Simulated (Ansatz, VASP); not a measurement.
# PtSe2: VASP beside Ansatz

```xyz
3
Lattice="0.0000 3.2076 3.2076 3.2076 0.0000 3.2076 3.2076 3.2076 0.0000" Properties=species:S:1:pos:R:3 pbc="T T T"
Pt    0.0000    0.0000    0.0000
Se    1.6038    1.6038    1.6038
Se    4.8115    4.8115    4.8115
```

Alike in both runs: task single point; functional PBE; k mesh 6 × 6 × 6; occupations fermi-dirac, width 0.02 eV; no spin polarisation.

|  | VASP | Ansatz |
| --- | --- | --- |
| version | VASP 6.6.1 | Ansatz 0.2.0 |
| potentials or method | VASP PAW PBE potentials, release 64 (Pt, Se) | plane waves, PAW |
| plane-wave cutoff (eV) | 520 | 420 |
| valence electrons in the cell | 22 | 50 |

Ansatz gave:

| Property | Result |
| --- | --- |
| pressure (GPa) | -5.4 |

What did VASP give for the same quantities?

Pressure (GPa): -5.5.

VASP's potentials hold 22 valence electrons a cell and Ansatz's 50, so a difference there can come from the potentials and not from the codes.

Neither program's run includes spin-orbit coupling.
